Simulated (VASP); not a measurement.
## Te2Mo: single point with PBE+D3(BJ)

System: Te2Mo, a sheet with vacuum.

```
CELL_PARAMETERS angstrom
3.52000 0.00000 0.00000
-1.76000 3.04841 0.00000
0.00000 0.00000 31.04000
ATOMIC_POSITIONS crystal
Te 0.66667 0.33333 0.28992
Te 0.66667 0.33333 0.40660
Mo 0.33333 0.66667 0.34826
```

```yaml
Program: VASP 6.6.1
Task: single point
Functional: PBE
Dispersion: D3(BJ)
Potentials_or_basis: VASP PAW PBE potentials, release 64 (Te, Mo_sv)
Cutoff: 520 eV
k_mesh: 12 × 12 × 1
Occupations: gaussian, width 0.02 eV
Spin: no spin polarisation
Dipole_correction: yes
Further_INCAR_settings: ALGO = Normal; EDIFF = 1e-07; NBANDS = 20
```

The largest force is 0.013 eV/Å and the band gap on the k mesh is 1.15 eV. The dispersion energy per atom is -0.398 eV and the ionisation potential of the upper face is 4.86 eV.

Forces in eV/Å, atoms in the order of the input:
```
Te   0.000  0.000 -0.013
Te   0.000  0.000  0.013
Mo   0.000  0.000  0.000
```

Levels at points of the mesh, in eV from the valence-band top:
```tsv
k point	band 9	band 10	band 11	band 12	band 13	band 14	band 15	band 16	band 17	band 18
(0.00, 0.00, 0.00)	-1.62	-1.62	-0.85	-0.85	-0.53	3.16	3.16	3.44	3.44	4.18
(0.50, 0.00, 0.00)	-3.33	-2.28	-1.67	-0.76	-0.25	1.47	1.78	3.31	3.72	3.98
```

It took 8 min on 1 thread of Intel Xeon 8259CL (shared host), peak memory 0.53 GiB.

Caveat: spin-orbit coupling is left out, which moves the levels of the heavy elements.
